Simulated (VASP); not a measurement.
Wanted: the native input for a VASP 6.6.1 run.

```
Task                   : single point
Functional             : PBEsol
Potentials or basis    : VASP PAW PBE potentials, release 64 (V_sv, O_h)
Cutoff                 : 1340 eV
k mesh                 : 6 × 6 × 6
Occupations            : gaussian, width 0.02 eV
Spin                   : no spin polarisation
Dipole correction      : no
Further INCAR settings : ALGO = Normal; EDIFF = 1e-06; NBANDS = 37
```

The structure of V2O5 lies in POSCAR:

```
V2O5
1.0
    5.8995046092      0.0000000000      0.0000000000
   -2.9497523046      5.1091208613      0.0000000000
    0.0000000000      0.0000000000      4.8602249770
V O
2 5
Direct
    0.3333333333      0.6666666667      0.3806826199
    0.6666666667      0.3333333333      0.3806826199
    0.3333333333      0.6666666667      0.0541274032
    0.0000000000      0.5000000000      0.4897980747
    0.5000000000      0.5000000000      0.4897980747
    0.5000000000      0.0000000000      0.4897980747
    0.6666666667      0.3333333333      0.0541274032
```

The input as run:

INCAR

```
SYSTEM = V2O5
PREC     = Accurate       ! precision mode
ENCUT    = 1340           ! plane-wave cutoff, eV
EDIFF    = 1E-6           ! SCF threshold, eV
ISMEAR   = 0              ! smearing method
SIGMA    = 0.02           ! smearing width, eV
LREAL    = .False.        ! projectors in reciprocal space
LASPH    = .True.         ! aspherical terms in the spheres
NELM     = 120            ! most SCF steps
ALGO     = Normal         ! electronic algorithm
ISIF     = 2              ! what is computed and relaxed
LWAVE    = .False.        ! write WAVECAR
LCHARG   = .False.        ! write CHGCAR
GGA      = PS             ! functional
NBANDS   = 37             ! bands
GGA_COMPAT= .False.
```

KPOINTS

```
regular mesh
0
Gamma
  6 6 6
  0 0 0
```

Potentials or basis: VASP PAW PBE potentials, release 64 (V_sv, O_h).

The run is started by

```sh
$ cat potpaw_PBE.64/V_sv/POTCAR potpaw_PBE.64/O_h/POTCAR > POTCAR
$ mpirun -np 1 vasp_std > vasp.out
```

Results of the run:

| Quantity | Value |
| --- | --- |
| Pressure | -2.1 GPa |
| Largest force | 0.276 eV/Å |
| Band gap on the k mesh | 2.76 eV (least direct gap 2.88 eV) |

Caveat: the PAW data sets were made with another functional, which shifts forces and pressure a little.

Run time: 13 min on 1 thread of Intel(R) Xeon(R) Platinum 8259CL CPU @ 2.50GHz (Skylake/Cascade Lake), with other jobs on the host, peak memory 0.89 GiB.
